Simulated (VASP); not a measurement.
# Mn (P6_3/mmc) in VASP: further runs

Runs on Mn. Level: PBEsol. Tasks: single point, relaxation of cell and atoms.

Program: VASP 6.6.1. These are calculated values, not measurements. Logs are shortened: lines on timing, memory, paths and dates and some standing lists are left out, and cuts for length are marked.

## Step 1: The cell of the first run

Symmetry: P6_3/mmc, No. 194, hexagonal system. Conventional cell: a = 3.667 Å, b = 3.667 Å, c = 4.251 Å, α = 90.00°, β = 90.00°, γ = 120.00°. Mn (site symmetry -6m2) has 5 Mn at 2.12 to 2.13 Å within 2.8 Å. Mn (site symmetry -6m2) has 3 Mn at 2.12 Å within 2.8 Å.

## Step 2: Single point, PBEsol

Input file INCAR:

```
SYSTEM = Mn
PREC = Accurate ; ENCUT = 520
EDIFF = 1E-6 ; ISMEAR = 0
SIGMA = 0.1 ; LREAL = .FALSE.
LASPH = .TRUE. ; NELM = 100
ALGO = Normal ; ISIF = 2
LWAVE = .FALSE. ; LCHARG = .FALSE.
GGA = PS ; NBANDS = 34
```

Input file KPOINTS:

```
regular mesh
0
G
  6 6 4
  0 0 0
```

Input file POSCAR:

```
Mn
1.0
    3.6671381817      0.0000000000      0.0000000000
   -1.8335690909      3.1758348246      0.0000000000
    0.0000000000      0.0000000000      4.2512084063
Mn
4
Direct
    0.0000000000      0.0000000000      0.2500000000
    0.0000000000      0.0000000000      0.7500000000
    0.3333333333      0.6666666667      0.7500000000
    0.6666666667      0.3333333333      0.2500000000
```

Potentials or basis: VASP PAW PBE potentials, release 64 (Mn_pv).

Command:

```
cat potpaw_PBE.64/Mn_pv/POTCAR > POTCAR
mpirun -np 1 vasp_std > vasp.out
```

OUTCAR:

```text
SYSTEM = Mn
   PREC = Accurate
   ENCUT = 520
   EDIFF = 1E-6
   ISMEAR = 0
   LREAL = .FALSE.
   LASPH = .TRUE.
   NELM = 100
   ISIF = 2
   GGA = PS

 ion  position               nearest neighbor table
   1  0.000  0.000  0.250-   4 2.12   4 2.12   4 2.12   2 2.13   2 2.13   3 3.00   3 3.00   3 3.00
                             3 3.00   3 3.00   3 3.00
   2  0.000  0.000  0.750-   3 2.12   3 2.12   3 2.12   1 2.13   1 2.13   4 3.00   4 3.00   4 3.00
                             4 3.00   4 3.00   4 3.00
   3  0.333  0.667  0.750-   2 2.12   2 2.12   2 2.12   4 3.00   4 3.00   1 3.00   1 3.00   4 3.00
                             4 3.00   1 3.00   1 3.00   1 3.00   1 3.00   4 3.00   4 3.00
   4  0.667  0.333  0.250-   1 2.12   1 2.12   1 2.12   3 3.00   3 3.00   2 3.00   2 3.00   3 3.00
                             3 3.00   2 3.00   2 3.00   2 3.00   2 3.00   3 3.00   3 3.00

  LATTYP: Found a hexagonal cell.
 ALAT       =     3.6671381817
 C/A-ratio  =     1.1592713979

  Lattice vectors:

 A1 = (   3.6671381817,   0.0000000000,   0.0000000000)
 A2 = (  -1.8335690909,   3.1758348246,   0.0000000000)
 A3 = (   0.0000000000,   0.0000000000,   4.2512084063)

Analysis of symmetry for initial positions (statically):
=====================================================================
 Subroutine PRICEL returns:
 Original cell was already a primitive cell.

 Routine SETGRP: Setting up the symmetry group for a
 hexagonal supercell.

 Subroutine GETGRP returns: Found 24 space group operations
 (whereof 12 operations were pure point group operations)
 out of a pool of 24 trial point group operations.

The static configuration has the point symmetry D_3d.
 The point group associated with its full space group is D_6h.

Analysis of symmetry for dynamics (positions and initial velocities):
=====================================================================
 Subroutine PRICEL returns:
 Original cell was already a primitive cell.

 Routine SETGRP: Setting up the symmetry group for a
 hexagonal supercell.

 Subroutine GETGRP returns: Found 24 space group operations
 (whereof 12 operations were pure point group operations)
 out of a pool of 24 trial point group operations.

The dynamic configuration has the point symmetry D_3d.
 The point group associated with its full space group is D_6h.

 Subroutine INISYM returns: Found 24 space group operations
 (whereof 12 operations are pure point group operations),
 and found     1 'primitive' translations

----------------------------------------------------------------------------------------

[... 95 lines left out ...]
   NSW    =      0    number of steps for IOM
   IBRION =     -1    ionic relax: 0-MD 1-quasi-New 2-CG
   NFREE  =      0    steps in history (QN), initial steepest desc. (CG)
   ISIF   =      2    stress and relaxation
   ISYM   =      2    0-nonsym 1-usesym 2-fastsym
   POTIM  = 0.5000    time-step for ionic-motion
   TEBEG  =    0.0;   TEEND  =   0.0 temperature during run
   PSTRESS=    0.0 pullay stress
   NELECT =      52.0000    total number of electrons
   NUPDOWN=      -1.0000    fix difference up-down
   EMIN   =  10.00;   EMAX   =-10.00  energy-range for DOS
   EFERMI =   0.00;   METHOD = LEGACY
   ISMEAR =     0;   SIGMA  =   0.10  broadening in eV -4-tet -1-fermi 0-gaus
   EFERMI_NEDOS =   21; number of points for ismear=-14 and -15
   IALGO  =     38    algorithm
   IMIX   =      4    mixing-type and parameters
     AMIX     =   0.40;   BMIX     =  1.00
     AMIX_MAG =   1.60;   BMIX_MAG =  1.00
  volume/ion in A,a.u.               =      12.38        83.53
  Fermi-wavevector in a.u.,A,eV,Ry     =   1.664090  3.144674 37.677182  2.769195
  Thomas-Fermi vector in A             =   2.750694
   LORBIT       =      0    0 simple, 1 ext, 2 COOP (PROOUT), +10 PAW based schemes
   GGA     = PS    functional components
   LHFCALC =     F    Hartree Fock is set to
   AEXX    =    0.0000 exact exchange contribution
   IVDW    =     0    specifies the selected vdW correction
   LEPSILON=     F    determine dielectric tensor
   LRPA    =     F    only Hartree local field effects (RPA)
 non-spin polarized calculation
 Gauss-broadening in eV      SIGMA  =   0.10
  energy-cutoff  :      520.00
  volume of cell :       49.51
 maximum number of plane-waves:      1350
 NGX is ok and might be reduce to    28
   NGX = 13   NGY = 13   NGZ = 15

 number of electron      52.0000019 magnetization

 Free energy of the ion-electron system (eV)
  ---------------------------------------------------
  ext. energy  EPLUGINS =         0.00000000
  ---------------------------------------------------
  free energy    TOTEN  =       -35.29864248 eV

  energy without entropy =      -35.26967124  energy(sigma->0) =      -35.28415686

 E-fermi :   8.8159     XC(G=0): -13.1263

 val. band max:        8.8086815005   @ k =   0.1667   0.1667   0.5000
 cond. band min:       8.8616276449   @ k =   0.0000   0.0000   0.0000
 fundamental gap:      0.0529461444
 Fermi energy:         8.8159481345

 k-point     1 :       0.0000    0.0000    0.0000
  band No.  band energies     occupation
      1     -40.2852      2.00000
      2     -39.8280      2.00000
      3     -39.8280      2.00000
      4     -39.7029      2.00000
      5     -39.7029      2.00000
      6     -39.1387      2.00000
[... 766 lines left out ...]
     33      11.3600      0.00000
     34      11.3600      0.00000

------------------------ aborting loop because EDIFF is reached ----------------------------------------

  FORCE on cell =-STRESS in cart. coord.  units (eV):
  Direction    XX          YY          ZZ          XY          YZ          ZX
  --------------------------------------------------------------------------------------
  -------------------------------------------------------------------------------------
  Total        0.3820853      0.3820853      0.2604347     -0.0000000     -0.0000000      0.0000000
  in kB       12.3644085     12.3644085      8.4277528     -0.0000000     -0.0000000      0.0000000
  external PRESSURE =      11.0521899 kB  Pullay stress =       0.0000000 kB

 VOLUME and BASIS-vectors are now :
 -----------------------------------------------------------------------------
  energy-cutoff  :      520.00
  volume of cell :       49.51
      direct lattice vectors                 reciprocal lattice vectors
     3.667138182  0.000000000  0.000000000     0.272692206  0.157438918  0.000000000
    -1.833569091  3.175834825  0.000000000     0.000000000  0.314877837  0.000000000
     0.000000000  0.000000000  4.251208406     0.000000000  0.000000000  0.235227235

 POSITION                                       TOTAL-FORCE (eV/Angst)
 -----------------------------------------------------------------------------------
      0.00000      0.00000      1.06280        -0.000000     -0.000000     -0.000000
      0.00000      0.00000      3.18841         0.000000     -0.000000      0.000000
     -0.00000      2.11722      3.18841         0.000000     -0.000000     -0.000000
      1.83357      1.05861      1.06280        -0.000000      0.000000      0.000000
 -----------------------------------------------------------------------------------
    total drift:                                0.000000     -0.000000      0.000000

  FREE ENERGIE OF THE ION-ELECTRON SYSTEM (eV)
  ---------------------------------------------------
  free  energy   TOTEN  =       -35.2986424813 eV

  energy  without entropy=      -35.2696712394  energy(sigma->0) =      -35.28415686
```

OSZICAR:

```text
N       E                     dE             d eps       ncg     rms          rms(c)
DAV:   1     0.644213224014E+03    0.64421E+03   -0.30240E+04  1428   0.212E+03
DAV:   2     0.253946496306E+01   -0.64167E+03   -0.62163E+03  1428   0.593E+02
DAV:   3    -0.388516422913E+02   -0.41391E+02   -0.39505E+02  1540   0.167E+02
DAV:   4    -0.401436171345E+02   -0.12920E+01   -0.12801E+01  1622   0.289E+01
DAV:   5    -0.401654406022E+02   -0.21823E-01   -0.21814E-01  1544   0.417E+00    0.248E+01
DAV:   6    -0.454521042334E+02   -0.52867E+01   -0.65719E+01  1664   0.886E+01    0.432E+01
DAV:   7    -0.381702096541E+02    0.72819E+01   -0.48103E+01  1794   0.754E+01    0.261E+01
DAV:   8    -0.354391669273E+02    0.27310E+01   -0.20535E+01  1724   0.343E+01    0.523E+00
DAV:   9    -0.353451467014E+02    0.94020E-01   -0.74433E-01  1464   0.913E+00    0.273E+00
DAV:  10    -0.353042345514E+02    0.40912E-01   -0.15121E-01  1582   0.310E+00    0.148E+00
DAV:  11    -0.352997648267E+02    0.44697E-02   -0.25595E-02  1744   0.202E+00    0.473E-01
DAV:  12    -0.352987362032E+02    0.10286E-02   -0.54707E-03  1630   0.111E+00    0.171E-01
DAV:  13    -0.352986781967E+02    0.58007E-04   -0.36977E-04  1496   0.215E-01    0.942E-02
DAV:  14    -0.352986481607E+02    0.30036E-04   -0.88468E-05  1564   0.826E-02    0.395E-02
DAV:  15    -0.352986435632E+02    0.45975E-05   -0.90958E-06  1512   0.251E-02    0.111E-02
DAV:  16    -0.352986425539E+02    0.10093E-05   -0.28894E-06  1238   0.159E-02    0.176E-03
DAV:  17    -0.352986424813E+02    0.72641E-07   -0.17713E-07   722   0.486E-03
   1 F= -.35298642E+02 E0= -.35284157E+02  d E =-.289712E-01
```

Wall time 40 s (1 thread of Intel Xeon Platinum 8375C at 2.90GHz (Ice Lake), shared host); peak memory 0.17 GiB.

What came out:

```
Free energy            : -35.2986 eV
Pressure               : 1.1 GPa
Band gap on the k mesh : zero (band 26 reaches 9.16 eV, above the bottom of band 27 at 8.13 eV)
```

Stress tensor (GPa, compression positive):
```
1.24 0.00 0.00
0.00 1.24 0.00
0.00 0.00 0.84
```

Levels at points of the mesh, in eV from the Fermi level:
```csv
k point,band 23,band 24,band 25,band 26,band 27,band 28,band 29,band 30
"(0.00, 0.00, 0.00)",-1.52,-0.96,-0.96,-0.69,-0.69,-0.15,0.05,0.82
"(0.50, 0.00, 0.00)",-1.51,-1.44,-0.38,0.19,0.32,1.05,1.31,1.34
"(0.00, 0.00, 0.50)",-1.53,-1.53,-0.58,-0.58,-0.58,-0.58,0.35,0.35
"(0.50, 0.00, 0.50)",-1.88,-1.88,-0.58,-0.58,0.84,0.84,0.95,0.95
```

Caveat: the k points lie up to 0.37 Å⁻¹ apart; the PAW data sets were made with another functional, which shifts forces and pressure a little; the run has no spin polarisation, though such a crystal can be magnetic. Spin polarisation is off, so any magnetic state and its effect on volume and gap are missing.

## Step 3: Relaxation of cell and atoms, PBEsol

This run uses another cell than the first one, of 12.47 Å³/atom, 1.008 times its volume.

Input file INCAR:

```
SYSTEM = Mn
  PREC = Accurate
  ENCUT = 600
  EDIFF = 1E-7
  ISMEAR = 0
  SIGMA = 0.1
  LREAL = .False.
  LASPH = .True.
  NELM = 100
  ALGO = Normal
  ISIF = 3
  LWAVE = .False.
  LCHARG = .False.
  GGA = PS
  IBRION = 2
  NSW = 90
  EDIFFG = -0.04
```

Input file KPOINTS:

```
Automatic mesh
0
Gamma
  6 6 4
  0 0 0
```

Input file POSCAR:

```
Mn
1.0
    3.6420357920      0.0000000000      0.0000000000
   -1.8210178960      3.1540955174      0.0000000000
    0.0000000000      0.0000000000      4.3424300873
Mn
4
Direct
    0.0000000000      0.0000000000      0.2500000000
    0.0000000000      0.0000000000      0.7500000000
    0.3333333333      0.6666666667      0.7500000000
    0.6666666667      0.3333333333      0.2500000000
```

Potentials or basis: VASP PAW PBE potentials, release 64 (Mn_pv).

Command:

```
cat potpaw_PBE.64/Mn_pv/POTCAR > POTCAR
mpirun -np 1 vasp_std > vasp.out
```

It took 1.8 min on 1 thread of Intel Xeon Platinum 8375C at 2.90GHz (Ice Lake), shared host; peak memory 0.19 GiB.

The run converged. Its results:

- Free energy: -35.2999 eV
- Relaxed volume: 12.46 Å³/atom
- Relaxed cell: a = 3.677 Å, b = 3.677 Å, c = 4.258 Å, α = 90.00°, β = 90.00°, γ = 120.00°
- Space group after relaxing (to 0.05 Å): P6_3/mmc (No. 194)
- Energy gained by relaxing: 5.8 meV/atom
- Ionic steps: 3
- Pressure after relaxing: -0.5 GPa
- Band gap on the k mesh: zero (band 26 reaches 9.06 eV, above the bottom of band 27 at 8.05 eV)

Step by step:
```csv
step,energy change (eV),largest force (eV/Å),pressure (GPa),volume (Å³)
1,0.0000,0.0000,-0.04,49.88
2,-0.0232,0.0000,-0.50,49.85
3,-0.0232,0.0000,-0.49,49.85
```

Final structure:
```xyz
4
Lattice="3.6767 0.0000 0.0000 -1.8383 3.1841 0.0000 0.0000 0.0000 4.2579" Properties=species:S:1:pos:R:3 pbc="T T T"
Mn    0.0000    0.0000    1.0645
Mn    0.0000    0.0000    3.1934
Mn    0.0000    2.1227    3.1934
Mn    1.8383    1.0614    1.0645
```

Levels at points of the mesh, in eV from the Fermi level:
| k point | band 22 | band 23 | band 24 | band 25 | band 26 | band 27 | band 28 | band 29 | band 30 | band 31 |
| --- | --- | --- | --- | --- | --- | --- | --- | --- | --- | --- |
| (0.00, 0.00, 0.00) | -1.50 | -1.50 | -0.95 | -0.95 | -0.68 | -0.68 | -0.15 | 0.06 | 0.81 | 0.81 |
| (0.50, 0.00, 0.00) | -2.22 | -1.50 | -1.43 | -0.37 | 0.19 | 0.32 | 1.04 | 1.29 | 1.33 | 1.48 |
| (0.00, 0.00, 0.50) | -1.52 | -1.52 | -1.52 | -0.58 | -0.58 | -0.58 | -0.58 | 0.34 | 0.34 | 0.50 |
| (0.50, 0.00, 0.50) | -2.35 | -1.87 | -1.87 | -0.58 | -0.58 | 0.83 | 0.83 | 0.94 | 0.94 | 1.40 |

Caveat: the k points lie up to 0.37 Å⁻¹ apart in the final cell; the PAW data sets were made with another functional, which shifts forces and pressure a little; the run has no spin polarisation, though such a crystal can be magnetic. Spin polarisation is off, so any magnetic state and its effect on volume and gap are missing.

[end of part 1 of 3]
